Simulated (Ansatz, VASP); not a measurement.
**One calculation of Lu, two programs**

POSCAR

```
Lu
1.0
    5.6357272625      0.0000000000      0.0000000000
   -2.8178636312      4.8806829781      0.0000000000
    0.0000000000      0.0000000000      3.5300533859
Lu
3
Direct
    0.0000000000      0.0000000000      0.0000000000
    0.3333333333      0.6666666667      0.5000000000
    0.6666666667      0.3333333333      0.5000000000
```

Contents of INCAR.step1:

```
SYSTEM = Lu
PREC = Accurate ; ENCUT = 520
ISMEAR = -1 ; SIGMA = 0.1
LREAL = .FALSE. ; LASPH = .TRUE.
NELM = 100 ; NBANDS = 44
GGA = PE ; ALGO = Normal
EDIFF = 1E-4 ; LWAVE = .TRUE.
LCHARG = .FALSE.
```

The input INCAR.step2:

```
SYSTEM = Lu
PREC = Accurate ; ENCUT = 520
EDIFF = 1E-6 ; ISMEAR = -1
SIGMA = 0.1 ; LREAL = .FALSE.
LASPH = .TRUE. ; NELM = 100
ALGO = Normal ; ISIF = 2
LWAVE = .FALSE. ; LCHARG = .FALSE.
METAGGA = R2SCAN ; LMIXTAU = .TRUE.
NBANDS = 44 ; ISTART = 1
```

The input KPOINTS:

```
Automatic mesh
0
G
  8 8 11
  0 0 0
```

Input for Ansatz:

```yaml
crystal:
  lattice:
    - [5.6357272625, 0.0, 0.0]
    - [-2.8178636312, 4.8806829781, 0.0]
    - [0.0, 0.0, 3.5300533859]
  atoms:
    - { symbol: Lu, position: [0.0, 0.0, 0.0] }
    - { symbol: Lu, position: [0.3333333333, 0.6666666667, 0.5] }
    - { symbol: Lu, position: [0.6666666667, 0.3333333333, 0.5] }
hamiltonian:
  xc: r2scan
  pseudopotentials:
    kind: paw
    azcp:
      Lu: "pseudopotentials/Lu.paw.azcp"
basis:
  ecutwfc: 500
  fft_grid_basis: typed
kpoints:
  mp_grid: { grid: [8, 8, 11], shift: [0, 0, 0] }
magnetization:
  spin_polarized: false
scf:
  occupations: { method: fermi_dirac, width: 0.1 }
  lower_state_search: "off"
output:
  stress: true
```

Alike in both runs: task single point; functional r2SCAN; k mesh 8 × 8 × 11; occupations fermi-dirac, width 0.1 eV; no spin polarisation.

|  | VASP | Ansatz |
| --- | --- | --- |
| version | VASP 6.6.1 | Ansatz 0.2.0 |
| potentials or method | VASP PAW PBE potentials, release 64 (Lu), cutoff 520 eV | plane waves (500 eV) with PAW, scalar-relativistic |
| valence electrons in the cell | 75 | 75 |

|  | VASP | Ansatz | Ansatz less VASP |
| --- | --- | --- | --- |
| pressure (GPa) | -4.1 | -4.3 | -0.23 |
| traceless stress, the component that is largest in VASP (GPa) | -0.42 | -0.23 | +0.182 |

VASP's potentials were made for PBE, not for r2SCAN.

Neither program's run includes spin-orbit coupling.
